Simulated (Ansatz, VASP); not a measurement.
## One calculation of Zr3SnSe, two programs

```
Zr Sn Se
1.0
     5.51791    0.00000    0.00000
     0.00000    5.51791    0.00000
     0.00000    0.00000    6.80487
Zr Sn Se
3 1 1
Direct
  0.50000 0.50000 0.00000
  0.00000 0.50000 0.50000
  0.50000 0.00000 0.50000
  0.00000 0.00000 0.50000
  0.50000 0.50000 0.50000
```

Alike in both runs: task single point; functional PBE; k mesh 4 × 4 × 4; occupations gaussian, width 0.1 eV; no spin polarisation.

```csv
,VASP,Ansatz
version,VASP 6.6.1,Ansatz 0.2.0
potentials or method,"VASP PAW PBE potentials, release 64 (Zr_sv, Sn_d, Se), cutoff 520 eV","scalar-relativistic, plane waves, PAW"
valence electrons in the cell,56,66
```

Ansatz gave:

```
gap on the k mesh at the Fermi level (eV)                     : none
pressure (GPa)                                                : -5.1
traceless stress, the component that is largest in VASP (GPa) : -4.15
```

Problem. Which values does VASP return?

Solution. gap on the k mesh at the Fermi level (eV): none; pressure (GPa): -5.1; traceless stress, the component that is largest in VASP (GPa): -4.17.

A gap of «none» marks a metal or a gap that the smearing closes. The functional is the same, so the differences come from potentials, cutoffs and numerics. VASP's potentials hold 56 valence electrons a cell and Ansatz's 66, so a difference there can come from the potentials and not from the codes.
